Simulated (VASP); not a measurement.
Runs of VASP 6.6.1 on AlN. The structure is that of space group P6_3mc (No. 186), or close to it. The cells are those of the table. 

```csv
task,level,potentials or basis,cell,k mesh,cutoff (eV),smearing,gap on the mesh (eV),pressure (GPa),relaxed volume (Å³/atom)
single point,LDA,"VASP PAW LDA potentials, release 64 (Al, N)","a = 3.078, b = 3.078, c = 9.968 Å, angles 90.0, 90.0, 120.0°, 8 atoms",12 × 12 × 2,520,fermi-dirac 0.02 eV,3.95,(b),-
single point,LDA,"VASP PAW LDA potentials, release 64 (Al, N)","a = 3.097, b = 3.097, c = 10.034 Å, angles 90.0, 90.0, 120.0°, 8 atoms",12 × 12 × 4,520,gaussian 0.01 eV,3.93,(a),-
relaxation of cell and atoms,r2SCAN,"VASP PAW PBE potentials, release 64 (Al, N)","relaxed from a = 3.121, b = 3.121, c = 10.111 Å, angles 90.0, 90.0, 120.0°, 8 atoms",12 × 12 × 2,600,fermi-dirac 0.02 eV,4.67,0.0,10.40
relaxation of cell and atoms,LDA,"VASP PAW LDA potentials, release 64 (Al, N)","relaxed from a = 3.121, b = 3.121, c = 10.111 Å, angles 90.0, 90.0, 120.0°, 8 atoms",12 × 12 × 2,600,fermi-dirac 0.02 eV,3.95,0.0,10.25
single point,r2SCAN,"VASP PAW PBE potentials, release 64 (Al, N)","a = 3.097, b = 3.097, c = 10.034 Å, angles 90.0, 90.0, 120.0°, 8 atoms",12 × 12 × 4,520,gaussian 0.01 eV,4.66,-0.4,-
```

Alike in all rows: no spin polarisation.

Estimate the missing entries.

(a) -3.3; (b) 0.6.

Caveats: the PAW data sets were made with another functional, which shifts forces and pressure a little (some runs).

A k mesh can miss the band edges.
